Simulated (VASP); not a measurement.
Input of a VASP 6.6.1 run:

File INCAR:

```
  ALGO = Normal
  EDIFF = 1E-8
  ENCUT = 600
  GGA = PE
  IBRION = 6
  ISIF = 3
  ISMEAR = -1
  LASPH = T
  LCHARG = F
  LREAL = F
  LWAVE = F
  NELM = 60
  NFREE = 2
  NSW = 1
  POTIM = 0.015
  PREC = Accurate
  SIGMA = 0.05
```

KPOINTS

```
k-points
0
Gamma
  7 7 5
```

POSCAR

```
Ti
1.0
    2.9500000000      0.0000000000      0.0000000000
   -1.4750000000      2.5547749412      0.0000000000
    0.0000000000      0.0000000000      4.6800000000
Ti
2
Direct
    0.6666666667      0.3333333333      0.7500000000
    0.3333333333      0.6666666667      0.2500000000
```

Potentials or basis: VASP PAW PBE potentials, release 64 (Ti_sv).

Command:

```sh
$ cat potpaw_PBE.64/Ti_sv/POTCAR > POTCAR
$ mpirun -np 1 vasp_std > vasp.out
```

Problem. Predict the Voigt bulk modulus.

Solution. 108 GPa.

Problem. What does it give for the highest phonon frequency at Γ?

Solution. 151 cm⁻¹.

Clamped-ion elastic tensor (GPa):
```
184  60  74   0   0   0
 60 184  74   0   0   0
 74  74 186   0   0   0
  0   0   0  38   0   0
  0   0   0   0  38   0
  0   0   0   0   0  62
```

Caveat: the cell is under stress, which shifts elastic constants.
